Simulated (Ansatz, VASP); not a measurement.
# Cu in VASP and in Ansatz

```
Cu
1.0
     2.48758    0.00000    0.00000
     0.00000    2.48758    0.00000
     0.00000    0.00000   30.07186
Cu
9
Cartesian
  0.0000 0.0000 8.0524
  1.2438 1.2438 9.7545
  0.0000 0.0000 11.5193
  1.2438 1.2438 13.2774
  0.0000 0.0000 15.0359
  1.2438 1.2438 16.7945
  0.0000 0.0000 18.5525
  1.2438 1.2438 20.3174
  0.0000 0.0000 22.0195
```

Alike in both runs: functional LDA; k mesh 13 × 13 × 1; no spin polarisation.

Ansatz relaxed the structure, and its values are those at the end. VASP's run is a single point on that final structure, the one shown.

|  | VASP | Ansatz |
| --- | --- | --- |
| version | VASP 6.6.1 | Ansatz 0.2.0 |
| potentials or method | VASP PAW LDA potentials, release 64 (Cu) | plane-wave PAW, scalar-relativistic |
| plane-wave cutoff (eV) | 520 | 420 |
| occupations | methfessel-paxton of order 1, width 0.1 eV | cold, width 0.1 eV |
| valence electrons in the cell | 99 | 171 |

```tsv
	VASP	Ansatz	Ansatz less VASP
rms of the force components (eV/Å)	0.012	0.000	-0.0116
work function, face that differs most (eV)	4.91	4.92	+0.016
```

Ansatz warns that its potentials were made for another functional, while VASP's fit it. LDA's correlation is that of Perdew and Zunger in VASP and of Perdew and Wang (1992) in Ansatz. VASP's potentials hold 99 valence electrons a cell and Ansatz's 171, so a difference there can come from the potentials and not from the codes.
